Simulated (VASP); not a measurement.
Wanted: the native input for a VASP 6.6.1 run.

| Property | Result |
| --- | --- |
| Task | single point |
| Functional | LDA |
| Potentials or basis | VASP PAW LDA potentials, release 64 (Mg_sv, O) |
| Cutoff | 840 eV |
| k mesh | 6 × 6 × 4 |
| Occupations | gaussian, width 0.1 eV |
| Spin | no spin polarisation |
| Dipole correction | no |
| Further INCAR settings | ALGO = Normal; EDIFF = 1e-06; NBANDS = 24 |

The structure of MgO lies in POSCAR:

```
MgO
1.0
    3.3077869900      0.0000000000      0.0000000000
   -1.6538934900      2.8646275600      0.0000000000
    0.0000000000      0.0000000000      4.9828816700
Mg O
2 2
Direct
    0.3333333300      0.6666666700      0.0021597400
    0.6666666700      0.3333333300      0.5021597400
    0.3333333300      0.6666666700      0.4024402600
    0.6666666700      0.3333333300      0.9024402600
```

The input as run:

INCAR

```
PREC = Accurate
ENCUT = 840
EDIFF = 1E-6
ISMEAR = 0
SIGMA = 0.1
LREAL = F
LASPH = T
NELM = 120
ALGO = Normal
ISIF = 2
LWAVE = F
LCHARG = T
LELF = T
LVHAR = T
NBANDS = 24
GGA_COMPAT = F
```

KPOINTS

```
Automatic mesh
0
Gamma
  6 6 4
```

Potentials or basis: VASP PAW LDA potentials, release 64 (Mg_sv, O).

Run with:

```sh
$ cat potpaw_LDA.64/Mg_sv/POTCAR potpaw_LDA.64/O/POTCAR > POTCAR
$ mpirun -np 1 vasp_std > vasp.out
```

Results of the run:

```
Pressure               : -3.9 GPa
Largest force          : 0.033 eV/Å
Band gap on the k mesh : 3.37 eV
```

Caveat: the cell stands under tension.

Wall time 34 s on 1 thread of Intel(R) Xeon(R) Platinum 8259CL CPU @ 2.50GHz (Skylake/Cascade Lake), with other jobs on the host, peak memory 0.19 GiB.
